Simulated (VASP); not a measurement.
Write the native input for VASP 6.6.1 that does the following.

```
Task                   : single point
Functional             : PBE
Potentials or basis    : VASP PAW PBE potentials, release 64 (Cs_sv)
Cutoff                 : 520 eV
k mesh                 : 9 × 9 × 9
Occupations            : fermi-dirac, width 0.05 eV
Spin                   : no spin polarisation
Dipole correction      : no
Further INCAR settings : ALGO = Normal; EDIFF = 1e-06; NBANDS = 10
```

The structure of Cs lies in POSCAR:

```
Cs
1.0
   -2.9928075850      2.9928075850      2.9928075850
    2.9928075850     -2.9928075850      2.9928075850
    2.9928075850      2.9928075850     -2.9928075850
Cs
1
Direct
    0.0000000000      0.0000000000      0.0000000000
```

This cell differs from its parent crystal: volume scaled by 0.92.

One way to write it, as run:

INCAR

```
PREC = Accurate
ENCUT = 520
EDIFF = 1E-6
ISMEAR = -1
SIGMA = 0.05
LREAL = F
LASPH = T
NELM = 60
ALGO = Normal
ISIF = 2
LWAVE = F
LCHARG = F
GGA = PE
NBANDS = 10
```

KPOINTS

```
regular mesh
0
Gamma
  9 9 9
```

Potentials or basis: VASP PAW PBE potentials, release 64 (Cs_sv).

Command:

```sh
$ cat potpaw_PBE.64/Cs_sv/POTCAR > POTCAR
$ mpirun -np 1 vasp_std > vasp.out
```

Results of the run:

The pressure is 0.2 GPa.

Wall time 18 s on 1 thread of Intel(R) Xeon(R) Platinum 8488C (Sapphire Rapids), on a shared host, peak memory 0.24 GiB.
